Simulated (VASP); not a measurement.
Runs of VASP 6.6.1 on Mn3Cu. Symmetry: Fm-3m, No. 225, cubic system. The conventional cell has a = 5.678 Å, b = 5.678 Å, c = 5.678 Å, α = 90.00°, β = 90.00°, γ = 90.00°. Mn (site symmetry -43m) has 10 Mn at 2.46 to 2.84 Å and 4 Cu at 2.46 Å within 3.2 Å. Mn (site symmetry m-3m) has 8 Mn at 2.46 Å and 6 Cu at 2.84 Å within 3.2 Å. Within 3.2 Å of Cu (site symmetry m-3m) lie 14 Mn at 2.46 to 2.84 Å. 

```tsv
spin	fixed moment (μB)	pressure (GPa)	moment (μB)
collinear, ferrimagnetic start	1.88	(a)	1.88
collinear, ferrimagnetic start	3.75	(b)	3.75
collinear, zero start	0.0	-15.8	0.00
collinear, ferromagnetic start	15.0	75.7	15.00
collinear, ferromagnetic start	13.12	53.3	13.12
```

Alike in all rows: task single point; level PBEsol; potentials or basis VASP PAW PBE potentials, release 64 (Mn_pv, Cu); cell as given; k mesh 12 × 12 × 12; cutoff (eV) 520; smearing gaussian 0.1 eV.

**Question.** Fill in the values left out.

**Answer.** (a) -0.3; (b) 2.9.

Caveats: the PAW data sets were made with another functional, which shifts forces and pressure a little; the total moment is fixed, so each spin has its own Fermi level.
